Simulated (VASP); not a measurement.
Wanted: the native input for a VASP 6.6.1 run.

| Property | Result |
| --- | --- |
| Task | single point |
| Functional | PBE |
| Potentials or basis | VASP PAW PBE potentials, release 64 (Rb_sv, Br) |
| Cutoff | 520 eV |
| k mesh | 6 × 6 × 6 |
| Occupations | gaussian, width 0.05 eV |
| Spin | no spin polarisation |
| Dipole correction | no |
| Further INCAR settings | ALGO = Normal; EDIFF = 1e-07; NBANDS = 15 |

The structure of RbBr lies in POSCAR:

```
RbBr
1.0
    4.1260773000      0.0000000000      0.0000000000
    0.0000000000      4.1260773000      0.0000000000
    0.0000000000      0.0000000000      3.9610342080
Rb Br
1 1
Direct
    0.0000000000      0.0000000000      0.0000000000
    0.5000000000      0.5000000000      0.5000000000
```

This cell differs from its parent crystal: strain +0.000 along x and y, -0.040 along z.

The input as run:

INCAR

```
SYSTEM = RbBr
  PREC = Accurate
  ENCUT = 520
  EDIFF = 1E-7
  ISMEAR = 0
  SIGMA = 0.05
  LREAL = .False.
  LASPH = .True.
  NELM = 80
  ALGO = Normal
  ISIF = 2
  LWAVE = .False.
  LCHARG = .True.
  GGA = PE
  LELF = .True.
  LVHAR = .True.
  NBANDS = 15
```

KPOINTS

```
Automatic mesh
0
Gamma
  6 6 6
  0 0 0
```

Potentials or basis: VASP PAW PBE potentials, release 64 (Rb_sv, Br).

Run with:

```bash
$ cat potpaw_PBE.64/Rb_sv/POTCAR potpaw_PBE.64/Br/POTCAR > POTCAR
$ mpirun -np 1 vasp_std > vasp.out
```

Results of the run:

| Item | Value |
| --- | --- |
| Pressure | 1.6 GPa |
| Band gap on the k mesh | 4.07 eV, indirect (least direct gap 4.21 eV) |

Caveat: the cell differs from its parent crystal (strain +0.000 along x and y, -0.040 along z).

Wall time 26 s on 1 thread of Intel(R) Xeon(R) Platinum 8375C CPU @ 2.90GHz (Ice Lake), with other jobs on the host, peak memory 0.2 GiB.
